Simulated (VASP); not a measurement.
The system is CdSe.

```
Cd Se
1.0
     0.00000    3.06778    3.06778
     2.91439    0.00000    3.06778
     2.91439    3.06778    0.00000
Cd Se
1 1
Direct
  0.00000 0.00000 0.00000
  0.25000 0.25000 0.25000
```

This cell differs from its parent crystal: uniaxial x strain -5.0%.

Program: VASP 6.6.1. Alike in all runs: task single point; potentials or basis VASP PAW PBE potentials, release 64 (Cd, Se); no spin polarisation; cell as given; cutoff (eV) 520. Hardware: 1 thread of Intel(R) Xeon(R) 6975P-C (Granite Rapids) (shared host).

Task: Order these runs on this cell by their wall time, lowest first.
A. level r2SCAN; k mesh 8 × 8 × 8; smearing gaussian 0.01 eV
B. level PBE; k mesh 8 × 8 × 8; smearing fermi-dirac 0.02 eV
C. level PBE; k mesh 4 × 4 × 4; smearing gaussian 0.01 eV

Result: C (9.5 s), B (34 s), A (110 s).

Caveats: some runs use coarse meshes.
